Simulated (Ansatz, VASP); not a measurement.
Two plane-wave programs on H2CO

```
C O H
1.0
     8.75382    0.00000    0.00000
     0.00000    8.75382    0.00000
     0.00000    0.00000    8.75382
C O H
8 8 16
Direct
  0.53792 0.76640 0.57997
  0.36670 0.19033 0.45567
  0.21855 0.85870 0.81971
  0.07430 0.61532 0.39196
  0.62102 0.69827 0.19394
  0.83068 0.28679 0.14472
  0.22000 0.44793 0.90931
  0.93446 0.16058 0.57695
  0.42683 0.69248 0.56673
  0.64929 0.83953 0.59297
  0.34612 0.07004 0.51096
  0.38748 0.31029 0.40020
  0.09850 0.83360 0.76670
  0.33859 0.88445 0.87317
  0.06847 0.54985 0.50856
  0.07958 0.68044 0.27498
  0.72533 0.67490 0.12889
  0.60175 0.60607 0.27651
  0.52331 0.70513 0.11597
  0.63401 0.80735 0.25397
  0.93201 0.35989 0.15363
  0.83662 0.22037 0.03883
  0.72809 0.35848 0.14327
  0.82642 0.20912 0.24275
  0.26084 0.52666 0.99779
  0.16585 0.34906 0.96382
  0.31676 0.40958 0.83963
  0.13642 0.50569 0.83630
  0.93489 0.09406 0.68284
  0.97638 0.08869 0.48345
  0.00759 0.26135 0.58934
  0.81755 0.19752 0.55164
```

Alike in both runs: functional PBE; dispersion D3(BJ); k mesh 1 × 1 × 1; occupations fermi-dirac, width 0.02 eV; no spin polarisation.

Ansatz relaxed the structure, and its values are those at the end. VASP's run is a single point on that final structure, the one shown.

```csv
,VASP,Ansatz
version,VASP 6.6.1,Ansatz 0.2.0
potentials or method,"VASP PAW PBE potentials, release 64 (C, O, H), cutoff 520 eV","scalar-relativistic, plane waves, PAW"
valence electrons in the cell,96,96
```

VASP gave:

* rms of the force components (eV/Å): 0.135

Q: What did Ansatz give for the same quantities?

A: rms of the force components (eV/Å): 0.053.

One of these differences is far larger than is usual between the two programs; its cause wasn't traced.

Noted on VASP's run: the standard files for N, O and F lose accuracy on very short bonds.
